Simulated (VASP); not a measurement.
Write the native input for VASP 6.6.1 that does the following.

```yaml
Task: single point
Functional: PBE
Potentials_or_basis: VASP PAW PBE potentials, release 64 (Sr_sv, Ti_sv, C)
Cutoff: 520 eV
k_mesh: 12 × 12 × 4
Occupations: gaussian, width 0.1 eV
Spin: no spin polarisation
Dipole_correction: no
Further_INCAR_settings: ALGO = Normal; EDIFF = 1e-06; NBANDS = 28
```

The structure of Sr2TiC2 lies in POSCAR:

```
Sr2TiC2
1.0
    3.4940350666      0.0000000000      0.0000000000
   -1.7470175333      3.0259231294      0.0000000000
    0.0000000000      0.0000000000      9.5368977791
Sr Ti C
2 1 2
Direct
    0.3333333333      0.6666666667      0.2143081539
    0.6666666667      0.3333333333      0.7856918461
    0.0000000000      0.0000000000      0.5000000000
    0.3333333333      0.6666666667      0.6112836888
    0.6666666667      0.3333333333      0.3887163112
```

One way to write it, as run:

INCAR

```
SYSTEM = Sr2TiC2
ALGO = Normal
EDIFF = 1E-6
ENCUT = 520
GGA = PE
ISIF = 2
ISMEAR = 0
LASPH = .TRUE.
LCHARG = .TRUE.
LELF = .TRUE.
LREAL = .FALSE.
LVHAR = .TRUE.
LWAVE = .FALSE.
NBANDS = 28
NELM = 100
PREC = Accurate
SIGMA = 0.1
```

KPOINTS

```
k-points
0
G
  12 12 4
  0 0 0
```

Potentials or basis: VASP PAW PBE potentials, release 64 (Sr_sv, Ti_sv, C).

Command:

```bash
$ cat potpaw_PBE.64/Sr_sv/POTCAR potpaw_PBE.64/Ti_sv/POTCAR potpaw_PBE.64/C/POTCAR > POTCAR
$ mpirun -np 1 vasp_std > vasp.out
```

It gave:

- Pressure: 0.3 GPa
- Largest force: 0.043 eV/Å
- Band gap on the k mesh: zero (band 20 reaches 4.81 eV, above the bottom of band 21 at 3.82 eV)

Wall time 2.1 min on 1 thread of Intel(R) Xeon(R) 6975P-C (Granite Rapids), on a shared host, peak memory 0.35 GiB.
